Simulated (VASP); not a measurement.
# P (Pmmm) in VASP: notebook, part 2 of 2

VASP 6.6.1. Earlier steps stand in the parts before.

## (3) Relaxation of cell and atoms, PBE

INCAR reads:

```
PREC     = Accurate       # precision mode
ENCUT    = 600            # plane-wave cutoff, eV
EDIFF    = 1E-6           # SCF threshold, eV
ISMEAR   = 0              # smearing method
SIGMA    = 0.1            # smearing width, eV
LREAL    = False          # projectors in reciprocal space
LASPH    = True           # aspherical terms in the spheres
NELM     = 80             # most SCF steps
ALGO     = Normal         # electronic algorithm
ISIF     = 3              # what is computed and relaxed
LWAVE    = False          # write WAVECAR
LCHARG   = False          # write CHGCAR
GGA      = PE             # functional
IBRION   = 2              # ionic algorithm
NSW      = 90             # ionic steps
EDIFFG   = -0.04          # ionic threshold
```

KPOINTS reads:

```
Automatic mesh
0
Gamma
  8 6 6
```

POSCAR reads:

```
P
1.0
    2.0395533000      0.0000000000      0.0000000000
    0.0000000000      3.0626286600      0.0000000000
    0.0000000000      0.0000000000      3.3571225300
P
1
Direct
    0.0000000000      0.0000000000      0.0000000000
```

Potentials or basis: VASP PAW PBE potentials, release 64 (P).

The run is started by

```bash
> cat potpaw_PBE.64/P/POTCAR > POTCAR
> mpirun -np 1 vasp_std > vasp.out
```

OUTCAR:

```text
PREC = Accurate
   ENCUT = 600
   EDIFF = 1E-6
   ISMEAR = 0
   LREAL = False
   LASPH = True
   NELM = 80
   ISIF = 3
   GGA = PE
   IBRION = 2
   NSW = 90
   EDIFFG = -0.04

 ion  position               nearest neighbor table
   1  0.000  0.000  0.000-

  LATTYP: Found a simple orthorhombic cell.
 ALAT       =     2.0395533000
 B/A-ratio  =     1.5016173689
 C/A-ratio  =     1.6460087265

  Lattice vectors:

 A1 = (   2.0395533000,   0.0000000000,   0.0000000000)
 A2 = (   0.0000000000,   3.0626286600,   0.0000000000)
 A3 = (   0.0000000000,   0.0000000000,   3.3571225300)

Analysis of symmetry for initial positions (statically):
=====================================================================
 Subroutine PRICEL returns:
 Original cell was already a primitive cell.

 Routine SETGRP: Setting up the symmetry group for a
 simple orthorhombic supercell.

 Subroutine GETGRP returns: Found  8 space group operations
 (whereof  8 operations were pure point group operations)
 out of a pool of  8 trial point group operations.

The static configuration has the point symmetry D_2h.

Analysis of symmetry for dynamics (positions and initial velocities):
=====================================================================
 Subroutine PRICEL returns:
 Original cell was already a primitive cell.

 Routine SETGRP: Setting up the symmetry group for a
 simple orthorhombic supercell.

 Subroutine GETGRP returns: Found  8 space group operations
 (whereof  8 operations were pure point group operations)
 out of a pool of  8 trial point group operations.

The dynamic configuration has the point symmetry D_2h.

 Subroutine INISYM returns: Found  8 space group operations
 (whereof  8 operations are pure point group operations),
 and found     1 'primitive' translations

----------------------------------------------------------------------------------------

                                     Primitive cell

  volume of cell :      20.9699

  direct lattice vectors                    reciprocal lattice vectors
     2.039553300  0.000000000  0.000000000     0.490303440  0.000000000  0.000000000
     0.000000000  3.062628660  0.000000000     0.000000000  0.326516895  0.000000000
     0.000000000  0.000000000  3.357122530     0.000000000  0.000000000  0.297874144

  length of vectors
     2.039553300  3.062628660  3.357122530     0.490303440  0.326516895  0.297874144

  position of ions in fractional coordinates (direct lattice)
     0.000000000  0.000000000  0.000000000

  ion indices of the primitive-cell ions
   primitive index   ion index
                 1           1

----------------------------------------------------------------------------------------

 KPOINTS: Automatic mesh

Automatic generation of k-mesh.
 Grid dimensions read from file:
 generate k-points for:    8    6    6

 Generating k-lattice:

  Cartesian coordinates                     Fractional coordinates (reciprocal lattice)
     0.061287930  0.000000000  0.000000000     0.125000000  0.000000000  0.000000000
     0.000000000  0.054419482  0.000000000     0.000000000  0.166666667  0.000000000
     0.000000000  0.000000000  0.049645691     0.000000000  0.000000000  0.166666667

  Length of vectors
     0.061287930  0.054419482  0.049645691

  Shift w.r.t. Gamma in fractional coordinates (k-lattice)
     0.000000000  0.000000000  0.000000000

 Subroutine IBZKPT returns following result:
 ===========================================

 Found     80 irreducible k-points:

 Following reciprocal coordinates:
            Coordinates               Weight
  0.000000  0.000000  0.000000      1.000000
  0.125000  0.000000  0.000000      2.000000
  0.250000  0.000000  0.000000      2.000000
  0.375000  0.000000  0.000000      2.000000
  0.500000  0.000000  0.000000      1.000000
  0.000000  0.166667  0.000000      2.000000
[... 16 lines left out ...]
  0.250000  0.000000  0.166667      4.000000
  0.375000  0.000000  0.166667      4.000000
 [... further k-points ...]
   k-points           NKPTS =     80   k-points in BZ     NKDIM =     80   number of bands    NBANDS=      6
   number of dos      NEDOS =    301   number of ions     NIONS =      1
   total plane-waves  NPLWV =  10752
   dimension x,y,z NGX =    16 NGY =   24 NGZ =   28
   dimension x,y,z NGXF=    32 NGYF=   48 NGZF=   56
   ions per type =               1
   NGX,Y,Z   is equivalent  to a cutoff of  13.04, 13.03, 13.87 a.u.
   NGXF,Y,Z  is equivalent  to a cutoff of  26.08, 26.06, 27.73 a.u.
 SYSTEM =  unknown system
   PREC   = accura    normal or accurate (medium, high low for compatibility)
   ISTART =      0    job   : 0-new  1-cont  2-samecut
   ICHARG =      2    charge: 1-file 2-atom 10-const
   ISPIN  =      1    spin polarized calculation?
   LNONCOLLINEAR =      F non collinear calculations
   LSORBIT =      F    spin-orbit coupling
   LASPH  =      T    aspherical Exc in radial PAW
   ENCUT  =  600.0 eV  44.10 Ry    6.64 a.u.   4.07  6.12  6.71*2*pi/ulx,y,z
   NELM   =     80;   NELMIN=  2; NELMDL= -5     # of ELM steps
   EDIFF  = 0.1E-05   stopping-criterion for ELM
   LREAL  =      F    real-space projection
   EDIFFG = -.4E-01   stopping-criterion for IOM
   NSW    =     90    number of steps for IOM
   IBRION =      2    ionic relax: 0-MD 1-quasi-New 2-CG
   NFREE  =      1    steps in history (QN), initial steepest desc. (CG)
   ISIF   =      3    stress and relaxation
   ISYM   =      2    0-nonsym 1-usesym 2-fastsym
   POTIM  = 0.5000    time-step for ionic-motion
   TEBEG  =    0.0;   TEEND  =   0.0 temperature during run
   PSTRESS=    0.0 pullay stress
   NELECT =       5.0000    total number of electrons
   NUPDOWN=      -1.0000    fix difference up-down
   EMIN   =  10.00;   EMAX   =-10.00  energy-range for DOS
   EFERMI =   0.00;   METHOD = LEGACY
   ISMEAR =     0;   SIGMA  =   0.10  broadening in eV -4-tet -1-fermi 0-gaus
   EFERMI_NEDOS =   21; number of points for ismear=-14 and -15
   IALGO  =     38    algorithm
   IMIX   =      4    mixing-type and parameters
     AMIX     =   0.40;   BMIX     =  1.00
     AMIX_MAG =   1.60;   BMIX_MAG =  1.00
  volume/ion in A,a.u.               =      20.97       141.51
  Fermi-wavevector in a.u.,A,eV,Ry     =   1.015156  1.918366 14.021361  1.030541
  Thomas-Fermi vector in A             =   2.148425
   LORBIT       =      0    0 simple, 1 ext, 2 COOP (PROOUT), +10 PAW based schemes
   GGA     = PE    functional components
   LHFCALC =     F    Hartree Fock is set to
   AEXX    =    0.0000 exact exchange contribution
   IVDW    =     0    specifies the selected vdW correction
   LEPSILON=     F    determine dielectric tensor
   LRPA    =     F    only Hartree local field effects (RPA)
 conjugate gradient relaxation of ions
 non-spin polarized calculation
 Gauss-broadening in eV      SIGMA  =   0.10
  energy-cutoff  :      600.00
  volume of cell :       20.97
 maximum number of plane-waves:       720
   NGX =  9   NGY = 13   NGZ = 13

--------------------------------------- Ionic step        1  -------------------------------------------

 number of electron       5.0000000 magnetization

 Free energy of the ion-electron system (eV)
  ---------------------------------------------------
  ext. energy  EPLUGINS =         0.00000000
  ---------------------------------------------------
  free energy    TOTEN  =        -4.25736101 eV

  energy without entropy =       -4.25386030  energy(sigma->0) =       -4.25561065

------------------------ aborting loop because EDIFF is reached ----------------------------------------

  FORCE on cell =-STRESS in cart. coord.  units (eV):
  Direction    XX          YY          ZZ          XY          YZ          ZX
  --------------------------------------------------------------------------------------
  -------------------------------------------------------------------------------------
  Total        4.7583962     -1.6396939     -0.1204453      0.0000000      0.0000000      0.0000000
  in kB      363.5587366   -125.2785647     -9.2024603      0.0000000      0.0000000      0.0000000
  external PRESSURE =      76.3592372 kB  Pullay stress =       0.0000000 kB
[... 756 lines left out ...]
 k-point    24 :       0.3750    0.0000    0.1667
  band No.  band energies     occupation
      1      -3.0294      2.00000
      2       3.8996      2.00000
      3      14.3695      0.00000
      4      17.7632      0.00000
      5      22.0084      0.00000
      6      23.9584      0.00000

 [... further k-points ...]

[... ionic steps 4 to 26 ...]

--------------------------------------- Ionic step       27  -------------------------------------------

 number of electron       4.9999999 magnetization

------------------------ aborting loop because EDIFF is reached ----------------------------------------
[... 65 lines left out ...]
--------------------------------------- Ionic step       29  -------------------------------------------

 number of electron       4.9999999 magnetization

 Free energy of the ion-electron system (eV)
  ---------------------------------------------------
  ext. energy  EPLUGINS =         0.00000000
  ---------------------------------------------------
  free energy    TOTEN  =        -5.30127164 eV

  energy without entropy =       -5.30122496  energy(sigma->0) =       -5.30124830

 E-fermi :   9.7049     XC(G=0): -11.2437

 val. band max:        9.5285721140   @ k =   0.2500   0.5000   0.0000
 cond. band min:       9.9061593806   @ k =   0.0000   0.0000   0.1667
 fundamental gap:      0.3775872666
 Fermi energy:         9.7048654182
[... 244 lines left out ...]
  FREE ENERGIE OF THE ION-ELECTRON SYSTEM (eV)
  ---------------------------------------------------
  free  energy   TOTEN  =        -5.3012716360 eV

  energy  without entropy=       -5.3012249568  energy(sigma->0) =       -5.30124830

 reached required accuracy - stopping structural energy minimisation
```

Run time: 55 s. Hardware: 1 thread of Intel Xeon Platinum 8488C (Sapphire Rapids), shared host; peak memory 0.13 GiB.

Results:

| Item | Value |
| --- | --- |
| Free energy | -5.3013 eV |
| Relaxed volume | 14.66 Å³/atom |
| Relaxed cell | a = 2.474 Å, b = 2.488 Å, c = 2.382 Å, α = 90.00°, β = 90.00°, γ = 90.00° |
| Space group after relaxing (to 0.05 Å) | P4/mmm (No. 123) |
| Energy gained by relaxing | 1043.9 meV/atom |
| Ionic steps | 29 |
| Pressure after relaxing | 0.1 GPa |

Step by step:
| step | energy change (eV) | largest force (eV/Å) | pressure (GPa) | volume (Å³) |
| --- | --- | --- | --- | --- |
| 1 | 0.0000 | 0.0000 | 7.64 | 20.97 |
| 2 | -0.1694 | 0.0000 | -14.67 | 23.61 |
| 3 | -0.2591 | 0.0000 | -8.12 | 22.32 |
| 4 | -0.2598 | 0.0000 | -7.54 | 22.25 |
| 5 | -0.4247 | 0.0000 | -7.01 | 19.80 |
| 6 | -0.0992 | 0.0000 | 49.59 | 13.06 |
| 7 | -0.4835 | 0.0000 | -6.11 | 18.90 |
| 8 | -0.7294 | 0.0000 | 3.06 | 15.89 |
| 9 | -0.7143 | 0.0000 | 9.81 | 15.11 |
| 10 | -0.7317 | 0.0000 | 4.61 | 15.68 |
| 11 | -0.6455 | 0.0000 | 11.60 | 14.94 |
| 12 | -0.7464 | 0.0000 | 5.60 | 15.51 |
| 13 | -0.7467 | 0.0000 | 5.87 | 15.47 |
| 14 | -0.8012 | 0.0000 | -0.44 | 16.08 |
| 15 | -0.8424 | 0.0000 | -12.94 | 17.89 |
| 16 | -0.8624 | 0.0000 | -8.78 | 17.12 |
| 17 | -0.8871 | 0.0000 | -10.07 | 17.12 |
| 18 | -0.9162 | 0.0000 | -11.59 | 17.11 |
| 19 | -0.9300 | 0.0000 | -11.75 | 16.99 |
| 20 | -0.9814 | 0.0000 | -9.04 | 16.20 |
| 21 | -1.0193 | 0.0000 | -3.66 | 15.27 |
| 22 | -0.9268 | 0.0000 | 15.03 | 13.51 |
| 23 | -1.0225 | 0.0000 | -1.74 | 15.02 |
| 24 | -1.0227 | 0.0000 | -1.17 | 14.95 |
| 25 | -1.0402 | 0.0000 | -0.50 | 14.76 |
| 26 | -1.0438 | 0.0000 | 0.15 | 14.65 |
| 27 | -1.0439 | 0.0000 | 0.31 | 14.63 |
| 28 | -1.0439 | 0.0000 | 0.27 | 14.64 |
| 29 | -1.0439 | 0.0000 | 0.06 | 14.66 |

Final structure:
```yaml
crystal:
  lattice:
    - [2.47383, 0.00000, 0.00000]
    - [0.00000, 2.48775, 0.00000]
    - [0.00000, 0.00000, 2.38231]
  atoms:
    - { symbol: P, position: [0.00000, 0.00000, 0.00000] }
```

Levels at points of the mesh, in eV from the Fermi level:
| k point | band 1 | band 2 | band 3 | band 4 | band 5 | band 6 |
| --- | --- | --- | --- | --- | --- | --- |
| (0.00, 0.00, 0.00) | -16.60 | 4.15 | 4.37 | 5.98 | 6.41 | 6.80 |
| (0.50, 0.00, 0.00) | -12.52 | -8.75 | 6.81 | 8.59 | 9.09 | 15.27 |
| (0.00, 0.50, 0.00) | -12.63 | -8.73 | 6.95 | 8.52 | 9.06 | 15.30 |
| (0.50, 0.50, 0.00) | -8.28 | -5.59 | -5.48 | 0.84 | 10.94 | 16.87 |
| (0.00, 0.00, 0.50) | -11.77 | -8.83 | 7.35 | 7.57 | 9.37 | 15.97 |
| (0.50, 0.00, 0.50) | -7.28 | -5.68 | -4.95 | 0.91 | 9.80 | 16.88 |
| (0.00, 0.50, 0.50) | -7.40 | -5.76 | -4.92 | 0.91 | 9.93 | 16.88 |
| (0.50, 0.50, 0.50) | -2.90 | -2.10 | -1.98 | -1.88 | 4.31 | 4.95 |

Caveat: the k points lie up to 0.44 Å⁻¹ apart in the final cell; the volume moved by over 15 % at a fixed basis, so the end points are rough.
